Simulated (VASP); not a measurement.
# HfN (Fm-3m) in VASP: a series of runs, part 2 of 2

VASP 6.6.1. The steps go on from the part before.

## Step 5: Relaxation of cell and atoms, r2SCAN

This run uses another cell than the first one, of 11.48 Å³/atom.

The input, POSCAR:

```
HfN
1.0
    0.0000000000      2.2560000000      2.2560000000
    2.2560000000      0.0000000000      2.2560000000
    2.2560000000      2.2560000000      0.0000000000
Hf N
1 1
Direct
    0.0000000000      0.0000000000      0.0000000000
    0.5000000000      0.5000000000      0.5000000000
```

The input, INCAR.step1:

```
PREC     = Accurate       # precision mode
ENCUT    = 600            # plane-wave cutoff, eV
ISMEAR   = -1             # smearing method
SIGMA    = 0.08           # smearing width, eV
LREAL    = F              # projectors in reciprocal space
LASPH    = T              # aspherical terms in the spheres
NELM     = 80             # most SCF steps
GGA      = PE             # functional
ALGO     = Normal         # electronic algorithm
EDIFF    = 1E-4           # SCF threshold, eV
LWAVE    = T              # write WAVECAR
LCHARG   = F              # write CHGCAR
```

The input, INCAR.step2:

```
PREC     = Accurate       # precision mode
ENCUT    = 600            # plane-wave cutoff, eV
EDIFF    = 1E-6           # SCF threshold, eV
ISMEAR   = -1             # smearing method
SIGMA    = 0.08           # smearing width, eV
LREAL    = F              # projectors in reciprocal space
LASPH    = T              # aspherical terms in the spheres
NELM     = 80             # most SCF steps
ALGO     = Normal         # electronic algorithm
ISIF     = 3              # what is computed and relaxed
LWAVE    = F              # write WAVECAR
LCHARG   = F              # write CHGCAR
METAGGA  = R2SCAN         # meta-GGA
LMIXTAU  = T            
IBRION   = 2              # ionic algorithm
NSW      = 100            # ionic steps
EDIFFG   = -0.002         # ionic threshold
ISTART   = 1
```

The input, KPOINTS:

```
regular mesh
0
Gamma
  18 18 18
```

Potentials or basis: VASP PAW PBE potentials, release 64 (Hf_pv, N).

On the command line:

```console
cat potpaw_PBE.64/Hf_pv/POTCAR potpaw_PBE.64/N/POTCAR > POTCAR
cp INCAR.step1 INCAR
mpirun -np 1 vasp_std > vasp.out
cp INCAR.step2 INCAR
mpirun -np 1 vasp_std > vasp.out
```

OUTCAR:

```text
PREC = Accurate
   ENCUT = 600
   EDIFF = 1E-6
   ISMEAR = -1
   LREAL = F
   LASPH = T
   NELM = 80
   ISIF = 3
   METAGGA = R2SCAN
   IBRION = 2
   NSW = 100
   EDIFFG = -0.002
   ISTART = 1

 ion  position               nearest neighbor table
   1  0.000  0.000  0.000-   2 2.26   2 2.26   2 2.26   2 2.26   2 2.26   2 2.26
   2  0.500  0.500  0.500-   1 2.26   1 2.26   1 2.26   1 2.26   1 2.26   1 2.26

  LATTYP: Found a face centered cubic cell.
 ALAT       =     4.5120000000

  Lattice vectors:

 A1 = (   0.0000000000,   2.2560000000,   2.2560000000)
 A2 = (   2.2560000000,   0.0000000000,   2.2560000000)
 A3 = (   2.2560000000,   2.2560000000,   0.0000000000)

Analysis of symmetry for initial positions (statically):
=====================================================================
 Subroutine PRICEL returns:
 Original cell was already a primitive cell.

 Routine SETGRP: Setting up the symmetry group for a
 face centered cubic supercell.

 Subroutine GETGRP returns: Found 48 space group operations
 (whereof 48 operations were pure point group operations)
 out of a pool of 48 trial point group operations.

The static configuration has the point symmetry O_h .

Analysis of symmetry for dynamics (positions and initial velocities):
=====================================================================
 Subroutine PRICEL returns:
 Original cell was already a primitive cell.

 Routine SETGRP: Setting up the symmetry group for a
 face centered cubic supercell.

 Subroutine GETGRP returns: Found 48 space group operations
 (whereof 48 operations were pure point group operations)
 out of a pool of 48 trial point group operations.

The dynamic configuration has the point symmetry O_h .

 Subroutine INISYM returns: Found 48 space group operations
 (whereof 48 operations are pure point group operations),
 and found     1 'primitive' translations

----------------------------------------------------------------------------------------

                                     Primitive cell

  volume of cell :      22.9640

  direct lattice vectors                    reciprocal lattice vectors
     0.000000000  2.256000000  2.256000000    -0.221631206  0.221631206  0.221631206
     2.256000000  0.000000000  2.256000000     0.221631206 -0.221631206  0.221631206
     2.256000000  2.256000000  0.000000000     0.221631206  0.221631206 -0.221631206

  length of vectors
     3.190465797  3.190465797  3.190465797     0.383876509  0.383876509  0.383876509

  position of ions in fractional coordinates (direct lattice)
     0.000000000  0.000000000  0.000000000
     0.500000000  0.500000000  0.500000000

  ion indices of the primitive-cell ions
   primitive index   ion index
                 1           1
                 2           2

----------------------------------------------------------------------------------------

 KPOINTS: regular mesh

Automatic generation of k-mesh.
 Grid dimensions read from file:
 generate k-points for:   18   18   18

 Generating k-lattice:

[... 48 lines left out ...]
   ions per type =               1   1
   NGX,Y,Z   is equivalent  to a cutoff of  14.59, 14.59, 14.59 a.u.
   NGXF,Y,Z  is equivalent  to a cutoff of  29.18, 29.18, 29.18 a.u.
 SYSTEM =  unknown system
   PREC   = accura    normal or accurate (medium, high low for compatibility)
   ISTART =      1    job   : 0-new  1-cont  2-samecut
   ICHARG =      0    charge: 1-file 2-atom 10-const
   ISPIN  =      1    spin polarized calculation?
   LNONCOLLINEAR =      F non collinear calculations
   LSORBIT =      F    spin-orbit coupling
   LASPH  =      T    aspherical Exc in radial PAW
   ENCUT  =  600.0 eV  44.10 Ry    6.64 a.u.   6.37  6.37  6.37*2*pi/ulx,y,z
   NELM   =     80;   NELMIN=  2; NELMDL=  0     # of ELM steps
   EDIFF  = 0.1E-05   stopping-criterion for ELM
   LREAL  =      F    real-space projection
   EDIFFG = -.2E-02   stopping-criterion for IOM
   NSW    =    100    number of steps for IOM
   IBRION =      2    ionic relax: 0-MD 1-quasi-New 2-CG
   NFREE  =      1    steps in history (QN), initial steepest desc. (CG)
   ISIF   =      3    stress and relaxation
   ISYM   =      2    0-nonsym 1-usesym 2-fastsym
   POTIM  = 0.5000    time-step for ionic-motion
   TEBEG  =    0.0;   TEEND  =   0.0 temperature during run
   PSTRESS=    0.0 pullay stress
   NELECT =      15.0000    total number of electrons
   NUPDOWN=      -1.0000    fix difference up-down
   EMIN   =  10.00;   EMAX   =-10.00  energy-range for DOS
   EFERMI =   0.00;   METHOD = LEGACY
   ISMEAR =    -1;   SIGMA  =   0.08  broadening in eV -4-tet -1-fermi 0-gaus
   EFERMI_NEDOS =   21; number of points for ismear=-14 and -15
   IALGO  =     38    algorithm
   IMIX   =      4    mixing-type and parameters
     AMIX     =   0.40;   BMIX     =  1.00
     AMIX_MAG =   1.60;   BMIX_MAG =  1.00
  volume/ion in A,a.u.               =      11.48        77.48
  Fermi-wavevector in a.u.,A,eV,Ry     =   1.420440  2.684242 27.451783  2.017649
  Thomas-Fermi vector in A             =   2.541355
   LORBIT       =      0    0 simple, 1 ext, 2 COOP (PROOUT), +10 PAW based schemes
   METAGGA = R2SCAN    functional components
   LHFCALC =     F    Hartree Fock is set to
   AEXX    =    0.0000 exact exchange contribution
   IVDW    =     0    specifies the selected vdW correction
   LEPSILON=     F    determine dielectric tensor
   LRPA    =     F    only Hartree local field effects (RPA)
 conjugate gradient relaxation of ions
 non-spin polarized calculation
  energy-cutoff  :      600.00
  volume of cell :       22.96
 maximum number of plane-waves:       779
 NGX is ok and might be reduce to    28
   NGX = 13   NGY = 13   NGZ = 13

--------------------------------------- Ionic step        1  -------------------------------------------

 number of electron      15.0000002 magnetization

 Free energy of the ion-electron system (eV)
  ---------------------------------------------------
  ext. energy  EPLUGINS =         0.00000000
  ---------------------------------------------------
  free energy    TOTEN  =       -58.24186585 eV

  energy without entropy =      -58.22907877  energy(sigma->0) =      -58.23547231

------------------------ aborting loop because EDIFF is reached ----------------------------------------

  FORCE on cell =-STRESS in cart. coord.  units (eV):
  Direction    XX          YY          ZZ          XY          YZ          ZX
  --------------------------------------------------------------------------------------
  -------------------------------------------------------------------------------------
  Total       -0.0049396     -0.0049396     -0.0049396      0.0000000      0.0000000      0.0000000
  in kB       -0.3446285     -0.3446285     -0.3446285      0.0000000      0.0000000      0.0000000
  external PRESSURE =      -0.3446285 kB  Pullay stress =       0.0000000 kB
[... 95 lines left out ...]
--------------------------------------- Ionic step        4  -------------------------------------------

 number of electron      15.0000002 magnetization

 Free energy of the ion-electron system (eV)
  ---------------------------------------------------
  ext. energy  EPLUGINS =         0.00000000
  ---------------------------------------------------
  free energy    TOTEN  =       -58.24186563 eV

  energy without entropy =      -58.22907896  energy(sigma->0) =      -58.23547229

 E-fermi :   8.5585     XC(G=0): -13.5859

 val. band max:        8.5315072155   @ k =   0.4444   0.2222   0.1111
 cond. band min:       8.6056816263   @ k =  -0.1111   0.0556   0.0000
 fundamental gap:      0.0741744107
 Fermi energy:         8.5584662061

 k-point     1 :       0.0000    0.0000    0.0000
  band No.  band energies     occupation
      1     -23.9538      2.00000
      2     -23.9538      2.00000
      3     -23.9538      2.00000
      4     -10.1593      2.00000
      5       5.1341      2.00000
      6       5.1341      2.00000
      7       5.1341      2.00000
      8       8.2268      1.96885
      9       8.2268      1.96885
     10       8.2268      1.96885
     11      10.6687      0.00000
[... 309 lines left out ...]
 k-point    24 :      -0.2222    0.0556    0.0000
  band No.  band energies     occupation
      1     -24.4434      2.00000
      2     -24.0267      2.00000
      3     -23.9809      2.00000
      4      -8.9640      2.00000
      5       1.7375      2.00000
      6       2.9987      2.00000
      7       3.3914      2.00000
      8       9.0049      0.00751
      9       9.5611      0.00001
     10      10.4453      0.00000
     11      12.7599      0.00000

 [... further k-points ...]

------------------------ aborting loop because EDIFF is reached ----------------------------------------

  FORCE on cell =-STRESS in cart. coord.  units (eV):
  Direction    XX          YY          ZZ          XY          YZ          ZX
  --------------------------------------------------------------------------------------
  -------------------------------------------------------------------------------------
  Total        0.0023749      0.0023749      0.0023749      0.0000000      0.0000000     -0.0000000
  in kB        0.1657020      0.1657020      0.1657020      0.0000000      0.0000000     -0.0000000
  external PRESSURE =       0.1657020 kB  Pullay stress =       0.0000000 kB
[... 17 lines left out ...]
  FREE ENERGIE OF THE ION-ELECTRON SYSTEM (eV)
  ---------------------------------------------------
  free  energy   TOTEN  =       -58.2418656253 eV

  energy  without entropy=      -58.2290789602  energy(sigma->0) =      -58.23547229

 reached required accuracy - stopping structural energy minimisation
```

It took 10 min on 1 thread of Intel Xeon 8259CL, shared host; peak memory 0.23 GiB.

Results:

* Free energy: -58.2419 eV
* Ionic steps: 4
* Pressure after relaxing: 0.0 GPa
* Band gap on the k mesh: zero (an odd number of electrons rules out a gap without spin polarisation)

Final structure:
```xyz
2
Lattice="0.0000 2.2560 2.2560 2.2560 0.0000 2.2560 2.2560 2.2560 0.0000" Properties=species:S:1:pos:R:3 pbc="T T T"
Hf    0.0000    0.0000    0.0000
N     2.2560    2.2560    2.2560
```

Caveat: the PAW data sets were made with another functional, which shifts forces and pressure a little; spin-orbit coupling is left out, which moves the levels of the heavy elements; an odd number of electrons without spin polarisation forces a metal; a magnetic or distorted state may lie lower.

The gap in the log of VASP goes by the Fermi energy; the results here count the filled bands.